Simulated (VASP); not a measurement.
# TlZn3As3 (Pm-3m) in VASP: single point with PBE

Aim: the single point of TlZn3As3 with PBE.

Program: VASP 6.6.1. These are calculated values, not measurements. Logs are shortened: lines on timing, memory, paths and dates and some standing lists are left out, and cuts for length are marked.

**1. The cell of the first run**

Symmetry: Pm-3m, No. 221, cubic system. The conventional cell has a = 5.381 Å, b = 5.381 Å, c = 5.381 Å, α = 90.00°, β = 90.00°, γ = 90.00°. Within 3.5 Å of Zn (site symmetry 4/mmm) lie 4 As at 2.69 Å. Within 3.5 Å of Tl (site symmetry m-3m) lie 6 As at 2.69 Å. Within 3.5 Å of As (site symmetry 4/mmm) lie 4 Zn at 2.69 Å and 2 Tl at 2.69 Å.

**2. Single point, PBE**

Contents of INCAR:

```
SYSTEM = TlZn3As3
PREC = Accurate
ENCUT = 520
EDIFF = 1E-6
ISMEAR = 0
SIGMA = 0.1
LREAL = .False.
LASPH = .True.
NELM = 100
ALGO = Fast
ISIF = 2
LWAVE = .False.
LCHARG = .False.
GGA = PE
NBANDS = 41
```

Contents of KPOINTS:

```
regular mesh
0
Gamma
  4 4 4
  0 0 0
```

Contents of POSCAR:

```
TlZn3As3
1.0
    5.3807317800      0.0000000000      0.0000000000
    0.0000000000      5.3807317800      0.0000000000
    0.0000000000      0.0000000000      5.3807317800
Zn Tl As
3 1 3
Direct
    0.0000000000      0.5000000000      0.0000000000
    0.5000000000      0.0000000000      0.0000000000
    0.0000000000      0.0000000000      0.5000000000
    0.5000000000      0.5000000000      0.5000000000
    0.0000000000      0.5000000000      0.5000000000
    0.5000000000      0.5000000000      0.0000000000
    0.5000000000      0.0000000000      0.5000000000
```

Potentials or basis: VASP PAW PBE potentials, release 64 (Zn, Tl_d, As).

Command:

```console
$ cat potpaw_PBE.64/Zn/POTCAR potpaw_PBE.64/Tl_d/POTCAR potpaw_PBE.64/As/POTCAR > POTCAR
$ mpirun -np 1 vasp_std > vasp.out
```

OUTCAR:

```text
SYSTEM = TlZn3As3
   PREC = Accurate
   ENCUT = 520
   EDIFF = 1E-6
   ISMEAR = 0
   LREAL = .False.
   LASPH = .True.
   NELM = 100
   ISIF = 2
   GGA = PE

 ion  position               nearest neighbor table
   1  0.000  0.500  0.000-   5 2.69   6 2.69   5 2.69   6 2.69
   2  0.500  0.000  0.000-   6 2.69   7 2.69   7 2.69   6 2.69
   3  0.000  0.000  0.500-   5 2.69   7 2.69   5 2.69   7 2.69
   4  0.500  0.500  0.500-   5 2.69   6 2.69   7 2.69   6 2.69   7 2.69   5 2.69
   5  0.000  0.500  0.500-   1 2.69   3 2.69   4 2.69   1 2.69   3 2.69   4 2.69
   6  0.500  0.500  0.000-   1 2.69   2 2.69   4 2.69   4 2.69   2 2.69   1 2.69
   7  0.500  0.000  0.500-   2 2.69   3 2.69   4 2.69   2 2.69   4 2.69   3 2.69

  LATTYP: Found a simple cubic cell.
 ALAT       =     5.3807317800

  Lattice vectors:

 A1 = (   5.3807317800,   0.0000000000,   0.0000000000)
 A2 = (   0.0000000000,   5.3807317800,   0.0000000000)
 A3 = (   0.0000000000,   0.0000000000,   5.3807317800)

Analysis of symmetry for initial positions (statically):
=====================================================================
 Subroutine PRICEL returns:
 Original cell was already a primitive cell.

 Routine SETGRP: Setting up the symmetry group for a
 simple cubic supercell.

 Subroutine GETGRP returns: Found 48 space group operations
 (whereof 48 operations were pure point group operations)
 out of a pool of 48 trial point group operations.

The static configuration has the point symmetry O_h .

Analysis of symmetry for dynamics (positions and initial velocities):
=====================================================================
 Subroutine PRICEL returns:
 Original cell was already a primitive cell.

 Routine SETGRP: Setting up the symmetry group for a
 simple cubic supercell.

 Subroutine GETGRP returns: Found 48 space group operations
 (whereof 48 operations were pure point group operations)
 out of a pool of 48 trial point group operations.

The dynamic configuration has the point symmetry O_h .

 Subroutine INISYM returns: Found 48 space group operations
 (whereof 48 operations are pure point group operations),
 and found     1 'primitive' translations

----------------------------------------------------------------------------------------

                                     Primitive cell

  volume of cell :     155.7844

  direct lattice vectors                    reciprocal lattice vectors
     5.380731780  0.000000000  0.000000000     0.185848327  0.000000000  0.000000000
     0.000000000  5.380731780  0.000000000     0.000000000  0.185848327  0.000000000
     0.000000000  0.000000000  5.380731780     0.000000000  0.000000000  0.185848327

  length of vectors
     5.380731780  5.380731780  5.380731780     0.185848327  0.185848327  0.185848327

  position of ions in fractional coordinates (direct lattice)
     0.000000000  0.500000000  0.000000000
     0.500000000  0.000000000  0.000000000
     0.000000000  0.000000000  0.500000000
     0.500000000  0.500000000  0.500000000
     0.000000000  0.500000000  0.500000000
     0.500000000  0.500000000  0.000000000
     0.500000000  0.000000000  0.500000000

  ion indices of the primitive-cell ions
   primitive index   ion index
                 1           1
                 2           2
                 3           3
                 4           4
                 5           5
                 6           6
                 7           7

----------------------------------------------------------------------------------------

 KPOINTS: regular mesh

Automatic generation of k-mesh.
 Grid dimensions read from file:
 generate k-points for:    4    4    4

 Generating k-lattice:

  Cartesian coordinates                     Fractional coordinates (reciprocal lattice)
     0.046462082  0.000000000  0.000000000     0.250000000  0.000000000  0.000000000
     0.000000000  0.046462082  0.000000000     0.000000000  0.250000000  0.000000000
     0.000000000  0.000000000  0.046462082     0.000000000  0.000000000  0.250000000

  Length of vectors
     0.046462082  0.046462082  0.046462082

  Shift w.r.t. Gamma in fractional coordinates (k-lattice)
     0.000000000  0.000000000  0.000000000

 Subroutine IBZKPT returns following result:
 ===========================================

 Found     10 irreducible k-points:

 Following reciprocal coordinates:
            Coordinates               Weight
  0.000000  0.000000  0.000000      1.000000
  0.250000  0.000000  0.000000      6.000000
  0.500000  0.000000  0.000000      3.000000
  0.250000  0.250000  0.000000     12.000000
  0.500000  0.250000  0.000000     12.000000
  0.500000  0.500000  0.000000      3.000000
  0.250000  0.250000  0.250000      8.000000
  0.500000  0.250000  0.250000     12.000000
  0.500000  0.500000  0.250000      6.000000
  0.500000  0.500000  0.500000      1.000000
   k-points           NKPTS =     10   k-points in BZ     NKDIM =     10   number of bands    NBANDS=     41
   number of dos      NEDOS =    301   number of ions     NIONS =      7
   total plane-waves  NPLWV =  64000
   dimension x,y,z NGX =    40 NGY =   40 NGZ =   40
   dimension x,y,z NGXF=    80 NGYF=   80 NGZF=   80
   ions per type =               3   1   3
   NGX,Y,Z   is equivalent  to a cutoff of  12.36, 12.36, 12.36 a.u.
   NGXF,Y,Z  is equivalent  to a cutoff of  24.72, 24.72, 24.72 a.u.
 SYSTEM =  TlZn3As3
   PREC   = accura    normal or accurate (medium, high low for compatibility)
   ISTART =      0    job   : 0-new  1-cont  2-samecut
   ICHARG =      2    charge: 1-file 2-atom 10-const
   ISPIN  =      1    spin polarized calculation?
   LNONCOLLINEAR =      F non collinear calculations
   LSORBIT =      F    spin-orbit coupling
   LASPH  =      T    aspherical Exc in radial PAW
   ENCUT  =  520.0 eV  38.22 Ry    6.18 a.u.  10.00 10.00 10.00*2*pi/ulx,y,z
   NELM   =    100;   NELMIN=  2; NELMDL= -5     # of ELM steps
   EDIFF  = 0.1E-05   stopping-criterion for ELM
   LREAL  =      F    real-space projection
   EDIFFG = 0.1E-04   stopping-criterion for IOM
   NSW    =      0    number of steps for IOM
   IBRION =     -1    ionic relax: 0-MD 1-quasi-New 2-CG
   NFREE  =      0    steps in history (QN), initial steepest desc. (CG)
   ISIF   =      2    stress and relaxation
   ISYM   =      2    0-nonsym 1-usesym 2-fastsym
   POTIM  = 0.5000    time-step for ionic-motion
   TEBEG  =    0.0;   TEEND  =   0.0 temperature during run
   PSTRESS=    0.0 pullay stress
   NELECT =      64.0000    total number of electrons
   NUPDOWN=      -1.0000    fix difference up-down
   EMIN   =  10.00;   EMAX   =-10.00  energy-range for DOS
   EFERMI =   0.00;   METHOD = LEGACY
   ISMEAR =     0;   SIGMA  =   0.10  broadening in eV -4-tet -1-fermi 0-gaus
   EFERMI_NEDOS =   21; number of points for ismear=-14 and -15
   IALGO  =     68    algorithm
   IMIX   =      4    mixing-type and parameters
     AMIX     =   0.40;   BMIX     =  1.00
     AMIX_MAG =   1.60;   BMIX_MAG =  1.00
  volume/ion in A,a.u.               =      22.25       150.18
  Fermi-wavevector in a.u.,A,eV,Ry     =   1.217008  2.299812 20.151708  1.481109
  Thomas-Fermi vector in A             =   2.352343
   LORBIT       =      0    0 simple, 1 ext, 2 COOP (PROOUT), +10 PAW based schemes
   GGA     = PE    functional components
   LHFCALC =     F    Hartree Fock is set to
   AEXX    =    0.0000 exact exchange contribution
   IVDW    =     0    specifies the selected vdW correction
   LEPSILON=     F    determine dielectric tensor
   LRPA    =     F    only Hartree local field effects (RPA)
 non-spin polarized calculation
 RMM-DIIS sequential band-by-band and
 Gauss-broadening in eV      SIGMA  =   0.10
  energy-cutoff  :      520.00
  volume of cell :      155.78
 maximum number of plane-waves:      4224
   NGX = 21   NGY = 21   NGZ = 21

 number of electron      64.0000092 magnetization

 Free energy of the ion-electron system (eV)
  ---------------------------------------------------
  ext. energy  EPLUGINS =         0.00000000
  ---------------------------------------------------
  free energy    TOTEN  =       -17.86511390 eV

  energy without entropy =      -17.83834925  energy(sigma->0) =      -17.85173157

 E-fermi :   3.2975     XC(G=0):  -9.8383

 val. band max:        3.1027460496   @ k =   0.2500   0.2500   0.2500
 cond. band min:       3.3143628651   @ k =   0.5000   0.2500   0.2500
 fundamental gap:      0.2116168155
 Fermi energy:         3.2975472344

 k-point     1 :       0.0000    0.0000    0.0000
  band No.  band energies     occupation
      1      -9.1085      2.00000
      2      -8.8697      2.00000
      3      -8.8697      2.00000
      4      -7.8616      2.00000
      5      -7.8616      2.00000
      6      -7.8616      2.00000
[... 33 lines left out ...]
     40       8.7101      0.00000
     41       8.7101      0.00000

 k-point     2 :       0.2500    0.0000    0.0000
  band No.  band energies     occupation
      1      -8.9684      2.00000
      2      -8.8530      2.00000
      3      -8.6407      2.00000
      4      -7.8713      2.00000
      5      -7.8713      2.00000
      6      -7.8613      2.00000
[... 33 lines left out ...]
     40       8.9564      0.00000
     41       9.9850      0.00000

 k-point     3 :       0.5000    0.0000    0.0000
  band No.  band energies     occupation
      1      -8.9125      2.00000
      2      -8.8363      2.00000
      3      -7.8808      2.00000
      4      -7.8808      2.00000
      5      -7.8610      2.00000
      6      -7.7915      2.00000
[... 33 lines left out ...]
     40       9.4694      0.00000
     41       9.6321      0.00000

 k-point     4 :       0.2500    0.2500    0.0000
  band No.  band energies     occupation
      1      -8.8723      2.00000
      2      -8.6557      2.00000
      3      -8.5486      2.00000
      4      -7.8835      2.00000
      5      -7.8710      2.00000
      6      -7.8709      2.00000
[... 33 lines left out ...]
     40       9.9620      0.00000
     41       9.9980      0.00000

 k-point     5 :       0.5000    0.2500    0.0000
  band No.  band energies     occupation
      1      -8.8442      2.00000
      2      -8.6036      2.00000
      3      -7.8986      2.00000
      4      -7.8806      2.00000
      5      -7.8707      2.00000
      6      -7.7410      2.00000
[... 33 lines left out ...]
     40       9.1918      0.00000
     41      10.1484      0.00000

 k-point     6 :       0.5000    0.5000    0.0000
  band No.  band energies     occupation
      1      -8.8208      2.00000
      2      -8.2327      2.00000
      3      -7.9126      2.00000
      4      -7.8803      2.00000
      5      -7.8803      2.00000
      6      -7.4077      2.00000
[... 33 lines left out ...]
     40       8.5182      0.00000
     41       9.3046      0.00000

 k-point     7 :       0.2500    0.2500    0.2500
  band No.  band energies     occupation
      1      -8.6394      2.00000
      2      -8.6394      2.00000
      3      -8.4152      2.00000
      4      -7.8837      2.00000
      5      -7.8837      2.00000
      6      -7.8818      2.00000
[... 33 lines left out ...]
     40       9.9292      0.00000
     41      10.0620      0.00000

 k-point     8 :       0.5000    0.2500    0.2500
  band No.  band energies     occupation
      1      -8.6233      2.00000
      2      -8.5432      2.00000
      3      -7.8996      2.00000
      4      -7.8962      2.00000
      5      -7.8847      2.00000
      6      -7.6724      2.00000
[... 33 lines left out ...]
     40       8.4925      0.00000
     41       8.4968      0.00000

 k-point     9 :       0.5000    0.5000    0.2500
  band No.  band energies     occupation
      1      -8.5764      2.00000
      2      -8.2330      2.00000
      3      -7.9122      2.00000
      4      -7.8973      2.00000
      5      -7.8973      2.00000
      6      -7.3059      2.00000
[... 33 lines left out ...]
     40       8.5022      0.00000
     41       8.5344      0.00000

 k-point    10 :       0.5000    0.5000    0.5000
  band No.  band energies     occupation
      1      -8.2333      2.00000
      2      -8.2333      2.00000
      3      -7.9119      2.00000
      4      -7.9119      2.00000
      5      -7.9119      2.00000
      6      -7.1970      2.00000
[... 33 lines left out ...]
     40       8.3646      0.00000
     41       8.4397      0.00000

------------------------ aborting loop because EDIFF is reached ----------------------------------------

  FORCE on cell =-STRESS in cart. coord.  units (eV):
  Direction    XX          YY          ZZ          XY          YZ          ZX
  --------------------------------------------------------------------------------------
  -------------------------------------------------------------------------------------
  Total        3.5325039      3.5325039      3.5325039      0.0000000      0.0000000      0.0000000
  in kB       36.3303183     36.3303183     36.3303183      0.0000000      0.0000000      0.0000000
  external PRESSURE =      36.3303183 kB  Pullay stress =       0.0000000 kB

 VOLUME and BASIS-vectors are now :
 -----------------------------------------------------------------------------
  energy-cutoff  :      520.00
  volume of cell :      155.78
      direct lattice vectors                 reciprocal lattice vectors
     5.380731780  0.000000000  0.000000000     0.185848327  0.000000000  0.000000000
     0.000000000  5.380731780  0.000000000     0.000000000  0.185848327  0.000000000
     0.000000000  0.000000000  5.380731780     0.000000000  0.000000000  0.185848327

 POSITION                                       TOTAL-FORCE (eV/Angst)
 -----------------------------------------------------------------------------------
      0.00000      2.69037      0.00000         0.000000      0.000000      0.000000
      2.69037      0.00000      0.00000         0.000000      0.000000      0.000000
      0.00000      0.00000      2.69037         0.000000      0.000000      0.000000
      2.69037      2.69037      2.69037         0.000000      0.000000      0.000000
      0.00000      2.69037      2.69037         0.000000      0.000000      0.000000
      2.69037      2.69037      0.00000         0.000000      0.000000      0.000000
      2.69037      0.00000      2.69037         0.000000      0.000000      0.000000
 -----------------------------------------------------------------------------------
    total drift:                               -0.000000      0.000000     -0.000000

  FREE ENERGIE OF THE ION-ELECTRON SYSTEM (eV)
  ---------------------------------------------------
  free  energy   TOTEN  =       -17.8651138968 eV

  energy  without entropy=      -17.8383492465  energy(sigma->0) =      -17.85173157
```

Wall time 41 s (1 thread of Intel Xeon Platinum 8488C (Sapphire Rapids), shared host); peak memory 0.26 GiB.

What came out:

```
Free energy            : -17.8651 eV
Pressure               : 3.6 GPa
Band gap on the k mesh : zero (band 32 reaches 4.77 eV, above the bottom of band 33 at 2.51 eV)
```

Levels at points of the mesh, in eV from the Fermi level:
| k point | band 27 | band 28 | band 29 | band 30 | band 31 | band 32 | band 33 | band 34 | band 35 | band 36 |
| --- | --- | --- | --- | --- | --- | --- | --- | --- | --- | --- |
| (0.00, 0.00, 0.00) | -3.87 | -1.61 | -1.61 | -1.61 | -0.63 | -0.63 | -0.63 | -0.46 | -0.46 | -0.36 |
| (0.50, 0.00, 0.00) | -3.61 | -3.26 | -2.30 | -2.30 | -0.79 | -0.79 | -0.52 | 1.98 | 2.20 | 3.85 |
| (0.50, 0.50, 0.00) | -3.25 | -2.82 | -2.04 | -2.04 | 0.96 | 1.17 | 1.55 | 2.46 | 2.75 | 2.75 |
| (0.50, 0.50, 0.50) | -4.79 | -0.70 | 1.15 | 1.15 | 1.15 | 1.47 | 1.47 | 3.65 | 3.65 | 3.65 |

Caveat: spin-orbit coupling is left out, which moves the levels of the heavy elements.
